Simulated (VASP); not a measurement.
# WS2 (P6_3/mmc) in VASP: a series of runs, part 3 of 3

VASP 6.6.1. The steps go on from the part before.

### Step 6. Single point, PBEsol

This run uses another cell than the first one, of 16.69 Å³/atom, 0.852 times its volume.

INCAR reads:

```
PREC = Accurate
ENCUT = 520
EDIFF = 1E-7
ISMEAR = 0
SIGMA = 0.05
LREAL = False
LASPH = True
NELM = 100
ALGO = Normal
ISIF = 2
LWAVE = False
LCHARG = False
GGA = PS
NBANDS = 35
```

KPOINTS reads:

```
regular mesh
0
Gamma
  12 12 2
```

POSCAR reads:

```
WS2
1.0
    3.0599748907      0.0000000000      0.0000000000
   -1.5299874454      2.6500159903      0.0000000000
    0.0000000000      0.0000000000     12.3485284809
W S
2 4
Direct
    0.3333333333      0.6666666667      0.2500000000
    0.6666666667      0.3333333333      0.7500000000
    0.3333333333      0.6666666667      0.6134192893
    0.6666666667      0.3333333333      0.1134192893
    0.3333333333      0.6666666667      0.8865807107
    0.6666666667      0.3333333333      0.3865807107
```

Potentials or basis: VASP PAW PBE potentials, release 64 (W_sv, S).

Run with:

```console
$ cat potpaw_PBE.64/W_sv/POTCAR potpaw_PBE.64/S/POTCAR > POTCAR
$ mpirun -np 1 vasp_std > vasp.out
```

OUTCAR:

```text
PREC = Accurate
   ENCUT = 520
   EDIFF = 1E-7
   ISMEAR = 0
   LREAL = False
   LASPH = True
   NELM = 100
   ISIF = 2
   GGA = PS

 ion  position               nearest neighbor table
   1  0.333  0.667  0.250-   4 2.44   6 2.44   4 2.44   6 2.44   4 2.44   6 2.44
   2  0.667  0.333  0.750-   3 2.44   5 2.44   3 2.44   5 2.44   3 2.44   5 2.44
   3  0.333  0.667  0.613-   2 2.44   2 2.44   2 2.44
   4  0.667  0.333  0.113-   1 2.44   1 2.44   1 2.44
   5  0.333  0.667  0.887-   2 2.44   2 2.44   2 2.44
   6  0.667  0.333  0.387-   1 2.44   1 2.44   1 2.44

  LATTYP: Found a hexagonal cell.
 ALAT       =     3.0599748907
 C/A-ratio  =     4.0354999377

  Lattice vectors:

 A1 = (   3.0599748907,   0.0000000000,   0.0000000000)
 A2 = (  -1.5299874454,   2.6500159903,   0.0000000000)
 A3 = (   0.0000000000,   0.0000000000,  12.3485284809)

Analysis of symmetry for initial positions (statically):
=====================================================================
 Subroutine PRICEL returns:
 Original cell was already a primitive cell.

 Routine SETGRP: Setting up the symmetry group for a
 hexagonal supercell.

 Subroutine GETGRP returns: Found 24 space group operations
 (whereof 12 operations were pure point group operations)
 out of a pool of 24 trial point group operations.

The static configuration has the point symmetry D_3d.
 The point group associated with its full space group is D_6h.

Analysis of symmetry for dynamics (positions and initial velocities):
=====================================================================
 Subroutine PRICEL returns:
 Original cell was already a primitive cell.

 Routine SETGRP: Setting up the symmetry group for a
 hexagonal supercell.

 Subroutine GETGRP returns: Found 24 space group operations
 (whereof 12 operations were pure point group operations)
 out of a pool of 24 trial point group operations.

The dynamic configuration has the point symmetry D_3d.
 The point group associated with its full space group is D_6h.

 Subroutine INISYM returns: Found 24 space group operations
 (whereof 12 operations are pure point group operations),
 and found     1 'primitive' translations

----------------------------------------------------------------------------------------

                                     Primitive cell

  volume of cell :     100.1340

  direct lattice vectors                    reciprocal lattice vectors
     3.059974891  0.000000000  0.000000000     0.326800067  0.188678107  0.000000000
    -1.529987445  2.650015990  0.000000000     0.000000000  0.377356214  0.000000000
     0.000000000  0.000000000 12.348528481     0.000000000  0.000000000  0.080981309

  length of vectors
     3.059974891  3.059974891 12.348528481     0.377356214  0.377356214  0.080981309

  position of ions in fractional coordinates (direct lattice)
     0.333333333  0.666666667  0.250000000
     0.666666667  0.333333333  0.750000000
     0.333333333  0.666666667  0.613419289
     0.666666667  0.333333333  0.113419289
     0.333333333  0.666666667  0.886580711
     0.666666667  0.333333333  0.386580711

  ion indices of the primitive-cell ions
[... 24 lines left out ...]
     0.031446351  0.031446351  0.040490654

  Shift w.r.t. Gamma in fractional coordinates (k-lattice)
     0.000000000  0.000000000  0.000000000

 Subroutine IBZKPT returns following result:
 ===========================================

 Found     38 irreducible k-points:

 Following reciprocal coordinates:
            Coordinates               Weight
  0.000000  0.000000  0.000000      1.000000
  0.083333  0.000000  0.000000      6.000000
  0.166667  0.000000  0.000000      6.000000
  0.250000 -0.000000  0.000000      6.000000
  0.333333 -0.000000  0.000000      6.000000
  0.416667  0.000000  0.000000      6.000000
[... 16 lines left out ...]
  0.250000 -0.000000  0.500000      6.000000
  0.333333 -0.000000  0.500000      6.000000
 [... further k-points ...]
   k-points           NKPTS =     38   k-points in BZ     NKDIM =     38   number of bands    NBANDS=     35
   number of dos      NEDOS =    301   number of ions     NIONS =      6
   total plane-waves  NPLWV =  55296
   dimension x,y,z NGX =    24 NGY =   24 NGZ =   96
   dimension x,y,z NGXF=    48 NGYF=   48 NGZF=  192
   ions per type =               2   4
   NGX,Y,Z   is equivalent  to a cutoff of  13.04, 13.04, 12.92 a.u.
   NGXF,Y,Z  is equivalent  to a cutoff of  26.08, 26.08, 25.85 a.u.
 SYSTEM =  unknown system
   PREC   = accura    normal or accurate (medium, high low for compatibility)
   ISTART =      0    job   : 0-new  1-cont  2-samecut
   ICHARG =      2    charge: 1-file 2-atom 10-const
   ISPIN  =      1    spin polarized calculation?
   LNONCOLLINEAR =      F non collinear calculations
   LSORBIT =      F    spin-orbit coupling
   LASPH  =      T    aspherical Exc in radial PAW
   ENCUT  =  520.0 eV  38.22 Ry    6.18 a.u.   5.69  5.69 22.96*2*pi/ulx,y,z
   NELM   =    100;   NELMIN=  2; NELMDL= -5     # of ELM steps
   EDIFF  = 0.1E-06   stopping-criterion for ELM
   LREAL  =      F    real-space projection
   EDIFFG = 0.1E-05   stopping-criterion for IOM
   NSW    =      0    number of steps for IOM
   IBRION =     -1    ionic relax: 0-MD 1-quasi-New 2-CG
   NFREE  =      0    steps in history (QN), initial steepest desc. (CG)
   ISIF   =      2    stress and relaxation
   ISYM   =      2    0-nonsym 1-usesym 2-fastsym
   POTIM  = 0.5000    time-step for ionic-motion
   TEBEG  =    0.0;   TEEND  =   0.0 temperature during run
   PSTRESS=    0.0 pullay stress
   NELECT =      52.0000    total number of electrons
   NUPDOWN=      -1.0000    fix difference up-down
   EMIN   =  10.00;   EMAX   =-10.00  energy-range for DOS
   EFERMI =   0.00;   METHOD = LEGACY
   ISMEAR =     0;   SIGMA  =   0.05  broadening in eV -4-tet -1-fermi 0-gaus
   EFERMI_NEDOS =   21; number of points for ismear=-14 and -15
   IALGO  =     38    algorithm
   IMIX   =      4    mixing-type and parameters
     AMIX     =   0.40;   BMIX     =  1.00
     AMIX_MAG =   1.60;   BMIX_MAG =  1.00
  volume/ion in A,a.u.               =      16.69       112.62
  Fermi-wavevector in a.u.,A,eV,Ry     =   1.315877  2.486648 23.558941  1.731533
  Thomas-Fermi vector in A             =   2.446029
   LORBIT       =      0    0 simple, 1 ext, 2 COOP (PROOUT), +10 PAW based schemes
   GGA     = PS    functional components
   LHFCALC =     F    Hartree Fock is set to
   AEXX    =    0.0000 exact exchange contribution
   IVDW    =     0    specifies the selected vdW correction
   LEPSILON=     F    determine dielectric tensor
   LRPA    =     F    only Hartree local field effects (RPA)
 non-spin polarized calculation
 Gauss-broadening in eV      SIGMA  =   0.05
  energy-cutoff  :      520.00
  volume of cell :      100.13
 maximum number of plane-waves:      2712
 NGX is ok and might be reduce to    24
   NGX = 11   NGY = 11   NGZ = 45

 number of electron      52.0000007 magnetization

 Free energy of the ion-electron system (eV)
  ---------------------------------------------------
  ext. energy  EPLUGINS =         0.00000000
  ---------------------------------------------------
  free energy    TOTEN  =       -50.07472458 eV

  energy without entropy =      -50.07472458  energy(sigma->0) =      -50.07472458

 E-fermi :   8.0837     XC(G=0): -11.5618

 val. band max:        7.6970662385   @ k =   0.3333   0.3333   0.0000
 cond. band min:       8.5633706516   @ k =   0.1667   0.1667   0.0000
 fundamental gap:      0.8663044132
 Fermi energy:         8.0836832100

 k-point     1 :       0.0000    0.0000    0.0000
  band No.  band energies     occupation
      1     -66.3748      2.00000
      2     -66.3747      2.00000
      3     -30.6776      2.00000
      4     -30.6776      2.00000
      5     -30.3589      2.00000
      6     -30.3589      2.00000
[... 901 lines left out ...]
     34      11.9185      0.00000
     35      13.7488      0.00000

 [... further k-points ...]
[... 5 lines left out ...]
  --------------------------------------------------------------------------------------
  -------------------------------------------------------------------------------------
  Total        2.2809967      2.2809967     -9.5635289     -0.0000000      0.0000000      0.0000000
  in kB       36.4967059     36.4967059   -153.0196461     -0.0000000      0.0000000      0.0000000
  external PRESSURE =     -26.6754114 kB  Pullay stress =       0.0000000 kB

 VOLUME and BASIS-vectors are now :
 -----------------------------------------------------------------------------
  energy-cutoff  :      520.00
  volume of cell :      100.13
      direct lattice vectors                 reciprocal lattice vectors
     3.059974891  0.000000000  0.000000000     0.326800067  0.188678107  0.000000000
    -1.529987445  2.650015990  0.000000000     0.000000000  0.377356214  0.000000000
     0.000000000  0.000000000 12.348528481     0.000000000  0.000000000  0.080981309

 POSITION                                       TOTAL-FORCE (eV/Angst)
 -----------------------------------------------------------------------------------
     -0.00000      1.76668      3.08713        -0.000000      0.000000      0.000000
      1.52999      0.88334      9.26140        -0.000000     -0.000000      0.000000
     -0.00000      1.76668      7.57483        -0.000000      0.000000      1.665441
      1.52999      0.88334      1.40056         0.000000     -0.000000      1.665441
     -0.00000      1.76668     10.94797         0.000000      0.000000     -1.665441
      1.52999      0.88334      4.77370         0.000000     -0.000000     -1.665441
 -----------------------------------------------------------------------------------
    total drift:                               -0.000000      0.000000     -0.000000

  FREE ENERGIE OF THE ION-ELECTRON SYSTEM (eV)
  ---------------------------------------------------
  free  energy   TOTEN  =       -50.0747245829 eV

  energy  without entropy=      -50.0747245829  energy(sigma->0) =      -50.07472458
```

stdout:

```text
POSCAR found type information on POSCAR W S
 POSCAR found :  2 types and       6 ions
 scaLAPACK will be used
 -----------------------------------------------------------------------------
|                                                                             |
|                                                                             |
|     You enforced a specific xc type in the INCAR file but a different       |
|     I HOPE YOU KNOW WHAT YOU ARE DOING!                                     |
|                                                                             |
 -----------------------------------------------------------------------------

 LDA part: xc-table for (Slater+PW92), standard interpolation
 POSCAR, INCAR and KPOINTS ok, starting setup
 FFT: planning ... GRIDC
 FFT: planning ... GRID_SOFT
 FFT: planning ... GRID
 WAVECAR not read
 entering main loop
```

It took 2.7 min on 1 thread of Intel Xeon 8259CL, shared host; peak memory 0.28 GiB.

Results:

* Free energy: -50.0747 eV
* Pressure: -2.7 GPa
* Largest force: 1.665 eV/Å
* Band gap on the k mesh: 0.87 eV, indirect (least direct gap 1.69 eV)

Forces on the atoms (eV/Å):
```
W    0.000  0.000  0.000
W    0.000  0.000  0.000
S    0.000  0.000  1.665
S    0.000  0.000  1.665
S    0.000  0.000 -1.665
S    0.000  0.000 -1.665
```

Levels at points of the mesh, in eV from the valence-band top:
| k point | band 24 | band 25 | band 26 | band 27 | band 28 | band 29 |
| --- | --- | --- | --- | --- | --- | --- |
| (0.00, 0.00, 0.00) | -1.02 | -1.02 | -0.01 | 2.70 | 2.70 | 2.97 |
| (0.50, 0.00, 0.00) | -1.26 | -1.09 | -0.73 | 2.74 | 3.23 | 3.34 |
| (0.00, 0.00, 0.50) | -1.06 | -0.34 | -0.34 | 2.81 | 2.81 | 2.81 |
| (0.50, 0.00, 0.50) | -1.31 | -0.91 | -0.91 | 3.12 | 3.12 | 3.36 |

Caveat: the PAW data sets were made with another functional, which shifts forces and pressure a little; spin-orbit coupling is left out, which moves the levels of the heavy elements. Expect the measured gap to be larger: semilocal functionals such as PBEsol lack the derivative discontinuity.
